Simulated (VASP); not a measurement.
Write the native input for VASP 6.6.1 that does the following.

```yaml
Task: single point
Functional: r2SCAN
Potentials_or_basis: VASP PAW PBE potentials, release 64 (Pb_d, S)
Cutoff: 520 eV
k_mesh: 8 × 8 × 8
Occupations: fermi-dirac, width 0.02 eV
Spin: non-collinear spin, zero start, spin-orbit coupling
Starting_moments: "[[0.0, 0.0, 0.0], [0.0, 0.0, 0.0]] μB"
Dipole_correction: no
Further_INCAR_settings: ALGO = Normal; EDIFF = 1e-06; NBANDS = 32
```

The system is PbS (Galena).

```
CELL_PARAMETERS angstrom
0.00000 2.98790 2.98790
2.98790 0.00000 2.98790
2.98790 2.98790 0.00000
ATOMIC_POSITIONS crystal
Pb 0.00000 0.00000 0.00000
S 0.50000 0.50000 0.50000
```

One way to write it, as run:

POSCAR

```
PbS
1.0
    0.0000000000      2.9878971800      2.9878971800
    2.9878971800      0.0000000000      2.9878971800
    2.9878971800      2.9878971800      0.0000000000
Pb S
1 1
Direct
    0.0000000000      0.0000000000      0.0000000000
    0.5000000000      0.5000000000      0.5000000000
```

INCAR.step1

```
ALGO     = Normal         # electronic algorithm
EDIFF    = 1E-4           # SCF threshold, eV
ENCUT    = 520            # plane-wave cutoff, eV
GGA      = PE             # functional
GGA_COMPAT= F            
ISMEAR   = -1             # smearing method
LASPH    = T              # aspherical terms in the spheres
LCHARG   = F              # write CHGCAR
LREAL    = F              # projectors in reciprocal space
LSORBIT  = T              # spin-orbit coupling
LWAVE    = T              # write WAVECAR
MAGMOM   = 0 0 0 0 0 0    # initial moments
NBANDS   = 32             # bands
NELM     = 150            # most SCF steps
PREC     = Accurate       # precision mode
SIGMA    = 0.02           # smearing width, eV
```

INCAR.step2

```
ALGO     = Normal         # electronic algorithm
EDIFF    = 1E-6           # SCF threshold, eV
ENCUT    = 520            # plane-wave cutoff, eV
GGA_COMPAT= F            
ISIF     = 2              # what is computed and relaxed
ISMEAR   = -1             # smearing method
ISTART   = 1            
LASPH    = T              # aspherical terms in the spheres
LCHARG   = T              # write CHGCAR
LMIXTAU  = T            
LORBIT   = 11             # projections on sites
LORBMOM  = T            
LREAL    = F              # projectors in reciprocal space
LSORBIT  = T              # spin-orbit coupling
LVHAR    = T            
LWAVE    = F              # write WAVECAR
MAGMOM   = 0 0 0 0 0 0    # initial moments
METAGGA  = R2SCAN         # meta-GGA
NBANDS   = 32             # bands
NELM     = 150            # most SCF steps
PREC     = Accurate       # precision mode
SIGMA    = 0.02           # smearing width, eV
```

KPOINTS

```
k-points
0
Gamma
  8 8 8
```

Potentials or basis: VASP PAW PBE potentials, release 64 (Pb_d, S).

Launch:

```sh
$ cat potpaw_PBE.64/Pb_d/POTCAR potpaw_PBE.64/S/POTCAR > POTCAR
$ cp INCAR.step1 INCAR
$ mpirun -np 1 vasp_ncl > vasp.out
$ cp INCAR.step2 INCAR
$ mpirun -np 1 vasp_ncl > vasp.out
```

Results of the run:

```json
{
  "Pressure": "-0.3 GPa",
  "Net moment": "0.00 μB per cell",
  "Valence electrons inside the program's atomic spheres": "Pb 11.81; S 3.69"
}
```

Caveat: the PAW data sets were made with another functional, which shifts forces and pressure a little.

It took 4.8 min on 1 thread of Intel(R) Xeon(R) Platinum 8488C (Sapphire Rapids), on a shared host, peak memory 0.38 GiB.
